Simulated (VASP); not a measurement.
## Al: single point with PBE

The system is Al.

```
Al
1.0
     2.85492    0.00000    0.00000
    -1.42746    2.47243    0.00000
     0.00000    0.00000    4.71852
Al
2
Direct
  0.33333 0.66667 0.25000
  0.66667 0.33333 0.75000
```

- Program: VASP 6.6.1
- Task: single point
- Functional: PBE
- Potentials or basis: VASP PAW PBE potentials, release 64 (Al)
- Cutoff: 520 eV
- k mesh: 15 × 15 × 8
- Occupations: fermi-dirac, width 0.08 eV
- Spin: no spin polarisation
- Dipole correction: no
- Further INCAR settings: ALGO = Normal; EDIFF = 1e-06; NBANDS = 10

| Item | Value |
| --- | --- |
| Pressure | 0.0 GPa |
| Band gap on the k mesh | zero (band 3 reaches 12.00 eV, above the bottom of band 4 at 4.80 eV) |

Levels at points of the mesh, in eV from the Fermi level:
```
           k point  band 1  band 2  band 3  band 4  band 5  band 6  band 7
(0.00, 0.00, 0.00)  -11.09   -4.63   -4.53   10.67   10.67   11.07   11.07
(0.00, 0.00, 0.50)   -9.43   -9.43    3.19    3.19   11.89   11.89   11.89
```

Wall time 36 s on 1 thread of Intel Xeon 8259CL, on a shared host, peak memory 0.17 GiB.
